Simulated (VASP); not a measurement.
# BaTiO3 (Pm-3m) in VASP: single point with PBE+U

Aim: the single point of BaTiO3 with PBE+U.

Program: VASP 6.6.1. These are calculated values, not measurements. Logs are shortened: lines on timing, memory, paths and dates and some standing lists are left out, and cuts for length are marked.

### 1 The cell of the first run

Symmetry: Pm-3m, No. 221, cubic system. The conventional cell has a = 4.130 Å, b = 4.130 Å, c = 4.130 Å, α = 90.00°, β = 90.00°, γ = 90.00°. Ba (site symmetry m-3m) has 12 O at 2.92 Å and 8 Ti at 3.58 Å within 3.8 Å. Within 2.7 Å of Ti (site symmetry m-3m) lie 6 O at 2.06 Å. Within 2.7 Å of O (site symmetry 4/mmm) lie 2 Ti at 2.06 Å.

### 2 Single point, PBE+U

Contents of INCAR:

```
PREC     = Accurate       # precision mode
ENCUT    = 1340           # plane-wave cutoff, eV
EDIFF    = 1E-6           # SCF threshold, eV
ISMEAR   = 0              # smearing method
SIGMA    = 0.05           # smearing width, eV
LREAL    = F              # projectors in reciprocal space
LASPH    = T              # aspherical terms in the spheres
NELM     = 200            # most SCF steps
ALGO     = Normal         # electronic algorithm
ISIF     = 2              # what is computed and relaxed
LWAVE    = F              # write WAVECAR
LCHARG   = F              # write CHGCAR
LMAXMIX  = 4              # l up to which the mixer works
LDAU     = T              # DFT+U
LDAUTYPE = 2            
LDAUL    = -1 2 -1        # shell
LDAUU    = 0 4 0          # U, eV
LDAUJ    = 0 0 0        
LDAUPRINT= 1            
GGA      = PE             # functional
NBANDS   = 28             # bands
GGA_COMPAT= F
```

Contents of KPOINTS:

```
regular mesh
0
Gamma
  8 8 8
```

Contents of POSCAR:

```
BaTiO3
1.0
    4.1295728340      0.0000000000      0.0000000000
    0.0000000000      4.1295728340      0.0000000000
    0.0000000000      0.0000000000      4.1295728340
Ba Ti O
1 1 3
Direct
    0.5000000000      0.5000000000      0.5000000000
    0.0000000000      0.0000000000      0.0000000000
    0.5000000000      0.0000000000      0.0000000000
    0.0000000000      0.5000000000      0.0000000000
    0.0000000000      0.0000000000      0.5000000000
```

Potentials or basis: VASP PAW PBE potentials, release 64 (Ba_sv, Ti_sv, O_h).

Command:

```console
cat potpaw_PBE.64/Ba_sv/POTCAR potpaw_PBE.64/Ti_sv/POTCAR potpaw_PBE.64/O_h/POTCAR > POTCAR
mpirun -np 1 vasp_std > vasp.out
```

OUTCAR:

```text
PREC = Accurate
   ENCUT = 1340
   EDIFF = 1E-6
   ISMEAR = 0
   LREAL = F
   LASPH = T
   NELM = 200
   ISIF = 2
   GGA = PE

 ion  position               nearest neighbor table
   1  0.500  0.500  0.500-   3 2.92   4 2.92   5 2.92   3 2.92   4 2.92   3 2.92   5 2.92   3 2.92
                             4 2.92   5 2.92   4 2.92   5 2.92   2 3.58   2 3.58   2 3.58   2 3.58
   2  0.000  0.000  0.000-   3 2.06   4 2.06   5 2.06   5 2.06   4 2.06   3 2.06   1 3.58   1 3.58
                             1 3.58   1 3.58   1 3.58   1 3.58   1 3.58   1 3.58
   3  0.500  0.000  0.000-   2 2.06   2 2.06   1 2.92   1 2.92   1 2.92   1 2.92
   4  0.000  0.500  0.000-   2 2.06   2 2.06   1 2.92   1 2.92   1 2.92   1 2.92
   5  0.000  0.000  0.500-   2 2.06   2 2.06   1 2.92   1 2.92   1 2.92   1 2.92

  LATTYP: Found a simple cubic cell.
 ALAT       =     4.1295728340

  Lattice vectors:

 A1 = (   4.1295728340,   0.0000000000,   0.0000000000)
 A2 = (   0.0000000000,   4.1295728340,   0.0000000000)
 A3 = (   0.0000000000,   0.0000000000,   4.1295728340)

Analysis of symmetry for initial positions (statically):
=====================================================================
 Subroutine PRICEL returns:
 Original cell was already a primitive cell.

 Routine SETGRP: Setting up the symmetry group for a
 simple cubic supercell.

 Subroutine GETGRP returns: Found 48 space group operations
 (whereof 48 operations were pure point group operations)
 out of a pool of 48 trial point group operations.

The static configuration has the point symmetry O_h .

Analysis of symmetry for dynamics (positions and initial velocities):
=====================================================================
 Subroutine PRICEL returns:
 Original cell was already a primitive cell.

 Routine SETGRP: Setting up the symmetry group for a
 simple cubic supercell.

 Subroutine GETGRP returns: Found 48 space group operations
 (whereof 48 operations were pure point group operations)
 out of a pool of 48 trial point group operations.

The dynamic configuration has the point symmetry O_h .

 Subroutine INISYM returns: Found 48 space group operations
 (whereof 48 operations are pure point group operations),
 and found     1 'primitive' translations

----------------------------------------------------------------------------------------

                                     Primitive cell

  volume of cell :      70.4231

  direct lattice vectors                    reciprocal lattice vectors
     4.129572834  0.000000000  0.000000000     0.242155797  0.000000000  0.000000000
     0.000000000  4.129572834  0.000000000     0.000000000  0.242155797  0.000000000
     0.000000000  0.000000000  4.129572834     0.000000000  0.000000000  0.242155797

  length of vectors
     4.129572834  4.129572834  4.129572834     0.242155797  0.242155797  0.242155797

  position of ions in fractional coordinates (direct lattice)
     0.500000000  0.500000000  0.500000000
     0.000000000  0.000000000  0.000000000
     0.500000000  0.000000000  0.000000000
     0.000000000  0.500000000  0.000000000
     0.000000000  0.000000000  0.500000000

  ion indices of the primitive-cell ions
   primitive index   ion index
                 1           1
                 2           2
                 3           3
                 4           4
                 5           5

----------------------------------------------------------------------------------------

 KPOINTS: regular mesh

Automatic generation of k-mesh.
[... 49 lines left out ...]
   number of dos      NEDOS =    301   number of ions     NIONS =      5
   total plane-waves  NPLWV = 125000
   dimension x,y,z NGX =    50 NGY =   50 NGZ =   50
   dimension x,y,z NGXF=   100 NGYF=  100 NGZF=  100
   ions per type =               1   1   3
   NGX,Y,Z   is equivalent  to a cutoff of  20.13, 20.13, 20.13 a.u.
   NGXF,Y,Z  is equivalent  to a cutoff of  40.26, 40.26, 40.26 a.u.
 SYSTEM =  unknown system
   PREC   = accura    normal or accurate (medium, high low for compatibility)
   ISTART =      0    job   : 0-new  1-cont  2-samecut
   ICHARG =      2    charge: 1-file 2-atom 10-const
   ISPIN  =      1    spin polarized calculation?
   LNONCOLLINEAR =      F non collinear calculations
   LSORBIT =      F    spin-orbit coupling
   LASPH  =      T    aspherical Exc in radial PAW
   ENCUT  = 1340.0 eV  98.49 Ry    9.92 a.u.  12.33 12.33 12.33*2*pi/ulx,y,z
   NELM   =    200;   NELMIN=  2; NELMDL= -5     # of ELM steps
   EDIFF  = 0.1E-05   stopping-criterion for ELM
   LREAL  =      F    real-space projection
   EDIFFG = 0.1E-04   stopping-criterion for IOM
   NSW    =      0    number of steps for IOM
   IBRION =     -1    ionic relax: 0-MD 1-quasi-New 2-CG
   NFREE  =      0    steps in history (QN), initial steepest desc. (CG)
   ISIF   =      2    stress and relaxation
   ISYM   =      2    0-nonsym 1-usesym 2-fastsym
   POTIM  = 0.5000    time-step for ionic-motion
   TEBEG  =    0.0;   TEEND  =   0.0 temperature during run
   PSTRESS=    0.0 pullay stress
   NELECT =      40.0000    total number of electrons
   NUPDOWN=      -1.0000    fix difference up-down
   EMIN   =  10.00;   EMAX   =-10.00  energy-range for DOS
   EFERMI =   0.00;   METHOD = LEGACY
   ISMEAR =     0;   SIGMA  =   0.05  broadening in eV -4-tet -1-fermi 0-gaus
   EFERMI_NEDOS =   21; number of points for ismear=-14 and -15
   IALGO  =     38    algorithm
   IMIX   =      4    mixing-type and parameters
     AMIX     =   0.40;   BMIX     =  1.00
     AMIX_MAG =   1.60;   BMIX_MAG =  1.00
  volume/ion in A,a.u.               =      14.08        95.05
  Fermi-wavevector in a.u.,A,eV,Ry     =   1.355781  2.562056 25.009460  1.838143
  Thomas-Fermi vector in A             =   2.482840
   LORBIT       =      0    0 simple, 1 ext, 2 COOP (PROOUT), +10 PAW based schemes
 LDA+U is selected, type is set to LDAUTYPE =  2
   angular momentum for each species LDAUL =    -1    2   -1
   U (eV)           for each species LDAUU =   0.0  4.0  0.0
   J (eV)           for each species LDAUJ =   0.0  0.0  0.0
   GGA     = PE    functional components
   LHFCALC =     F    Hartree Fock is set to
   AEXX    =    0.0000 exact exchange contribution
   IVDW    =     0    specifies the selected vdW correction
   LEPSILON=     F    determine dielectric tensor
   LRPA    =     F    only Hartree local field effects (RPA)
 non-spin polarized calculation
 Gauss-broadening in eV      SIGMA  =   0.05
  energy-cutoff  :     1340.00
  volume of cell :       70.42
 maximum number of plane-waves:      7884
 NGX is ok and might be reduce to    50
   NGX = 25   NGY = 25   NGZ = 25

atom =   2  type =  2  l = 2

 onsite density matrix

spin component  1

  0.1002 -0.0000  0.0000  0.0000  0.0000
 -0.0000  0.1002  0.0000  0.0000 -0.0000
  0.0000  0.0000  0.2207 -0.0000  0.0000
  0.0000  0.0000 -0.0000  0.1002  0.0000
  0.0000 -0.0000  0.0000  0.0000  0.2207

spin component  2

  0.1002 -0.0000  0.0000  0.0000  0.0000
 -0.0000  0.1002  0.0000  0.0000 -0.0000
  0.0000  0.0000  0.2207 -0.0000  0.0000
  0.0000  0.0000 -0.0000  0.1002  0.0000
  0.0000 -0.0000  0.0000  0.0000  0.2207

 occupancies and eigenvectors

  o =  0.1002  v =  1.0000  0.0000  0.0000  0.0000  0.0000  0.0000  0.0000  0.0000  0.0000  0.0000      0.0000  0.0000  0.0000  0.0000  0.0000  0.0000  0.0000  0.0000  0.0000  0.0000
  o =  0.1002  v =  0.0000  0.0000  0.0000  0.0000  0.0000  1.0000  0.0000  0.0000  0.0000  0.0000      0.0000  0.0000  0.0000  0.0000  0.0000  0.0000  0.0000  0.0000  0.0000  0.0000
  o =  0.1002  v =  0.0000 -0.4180  0.0000  0.9084  0.0000  0.0000  0.0000  0.0000  0.0000  0.0000      0.0000  0.0000  0.0000  0.0000  0.0000  0.0000  0.0000  0.0000  0.0000  0.0000
  o =  0.1002  v =  0.0000  0.0000  0.0000  0.0000  0.0000  0.0000 -0.4180  0.0000  0.9084  0.0000      0.0000  0.0000  0.0000  0.0000  0.0000  0.0000  0.0000  0.0000  0.0000  0.0000
  o =  0.1002  v =  0.0000  0.9084 -0.0000  0.4180 -0.0000  0.0000  0.0000  0.0000  0.0000  0.0000      0.0000  0.0000  0.0000  0.0000  0.0000  0.0000  0.0000  0.0000  0.0000  0.0000
  o =  0.1002  v =  0.0000  0.0000  0.0000  0.0000  0.0000  0.0000  0.9084 -0.0000  0.4180 -0.0000      0.0000  0.0000  0.0000  0.0000  0.0000  0.0000  0.0000  0.0000  0.0000  0.0000
  o =  0.2207  v =  0.0000  0.0000  0.9991 -0.0000 -0.0422  0.0000  0.0000  0.0000  0.0000  0.0000      0.0000  0.0000  0.0000  0.0000  0.0000  0.0000  0.0000  0.0000  0.0000  0.0000
  o =  0.2207  v =  0.0000  0.0000  0.0000  0.0000  0.0000  0.0000  0.0000  0.9991 -0.0000 -0.0422      0.0000  0.0000  0.0000  0.0000  0.0000  0.0000  0.0000  0.0000  0.0000  0.0000
  o =  0.2207  v =  0.0000  0.0000  0.0000  0.0000  0.0000  0.0000  0.0000  0.0422 -0.0000  0.9991      0.0000  0.0000  0.0000  0.0000  0.0000  0.0000  0.0000  0.0000  0.0000  0.0000
  o =  0.2207  v =  0.0000  0.0000  0.0422 -0.0000  0.9991  0.0000  0.0000  0.0000  0.0000  0.0000      0.0000  0.0000  0.0000  0.0000  0.0000  0.0000  0.0000  0.0000  0.0000  0.0000

 number of electron      40.0000003 magnetization

 Free energy of the ion-electron system (eV)
  ---------------------------------------------------
  ext. energy  EPLUGINS =         0.00000000
  ---------------------------------------------------
  free energy    TOTEN  =       -37.28863029 eV

  energy without entropy =      -37.28863029  energy(sigma->0) =      -37.28863029

 E-fermi :   3.8570     XC(G=0): -10.7857

 val. band max:        3.6015987105   @ k =   0.5000   0.5000   0.5000
 cond. band min:       5.5974852067   @ k =   0.0000   0.0000   0.0000
 fundamental gap:      1.9958864962
 Fermi energy:         3.8569759698

 k-point     1 :       0.0000    0.0000    0.0000
  band No.  band energies     occupation
      1     -54.5738      2.00000
      2     -30.6905      2.00000
      3     -30.6905      2.00000
      4     -30.6905      2.00000
      5     -21.4584      2.00000
      6     -13.1152      2.00000
[... 733 lines left out ...]
     27      11.3060      0.00000
     28      11.9743      0.00000

 [... further k-points ...]
[... 5 lines left out ...]
  --------------------------------------------------------------------------------------
  -------------------------------------------------------------------------------------
  Total       -3.3734865     -3.3734865     -3.3734865      0.0000000     -0.0000000      0.0000000
  in kB      -76.7492550    -76.7492550    -76.7492550      0.0000000     -0.0000000      0.0000000
  external PRESSURE =     -76.7492550 kB  Pullay stress =       0.0000000 kB

 VOLUME and BASIS-vectors are now :
 -----------------------------------------------------------------------------
  energy-cutoff  :     1340.00
  volume of cell :       70.42
      direct lattice vectors                 reciprocal lattice vectors
     4.129572834  0.000000000  0.000000000     0.242155797  0.000000000  0.000000000
     0.000000000  4.129572834  0.000000000     0.000000000  0.242155797  0.000000000
     0.000000000  0.000000000  4.129572834     0.000000000  0.000000000  0.242155797

 POSITION                                       TOTAL-FORCE (eV/Angst)
 -----------------------------------------------------------------------------------
      2.06479      2.06479      2.06479         0.000000      0.000000      0.000000
      0.00000      0.00000      0.00000         0.000000      0.000000      0.000000
      2.06479      0.00000      0.00000         0.000000      0.000000      0.000000
      0.00000      2.06479      0.00000         0.000000      0.000000      0.000000
      0.00000      0.00000      2.06479         0.000000      0.000000      0.000000
 -----------------------------------------------------------------------------------
    total drift:                                0.000000      0.000000     -0.000000

  FREE ENERGIE OF THE ION-ELECTRON SYSTEM (eV)
  ---------------------------------------------------
  free  energy   TOTEN  =       -37.2886302873 eV

  energy  without entropy=      -37.2886302873  energy(sigma->0) =      -37.28863029
```

It took 3 min on 1 thread of Intel Xeon 6975P-C (Granite Rapids), shared host; peak memory 0.54 GiB.

What came out:

```yaml
Free_energy: -37.2886 eV
Pressure: -7.7 GPa
Band_gap_on_the_k_mesh: 2.00 eV (least direct gap 2.25 eV)
```

Levels at points of the mesh, in eV from the valence-band top:
```tsv
k point	band 17	band 18	band 19	band 20	band 21	band 22	band 23	band 24
(0.00, 0.00, 0.00)	-0.96	-0.26	-0.26	-0.26	2.00	2.00	2.00	3.34
(0.50, 0.00, 0.00)	-1.63	-1.63	-0.76	-0.76	2.14	3.34	3.44	3.44
(0.50, 0.50, 0.00)	-1.89	-0.92	-0.92	-0.08	3.45	3.45	3.84	4.02
(0.50, 0.50, 0.50)	-2.32	0.00	0.00	0.00	4.02	4.02	4.02	6.25
```

Eigenvalues of the final occupation matrices:
| site | spin | trace | eigenvalues |
| --- | --- | --- | --- |
| site 2 d | 1 | 0.74 | 0.10 0.10 0.10 0.22 0.22 |
| site 2 d | 2 | 0.74 | 0.10 0.10 0.10 0.22 0.22 |

Caveat: the cell stands under tension; spin-orbit coupling is left out, which moves the levels of the heavy elements.
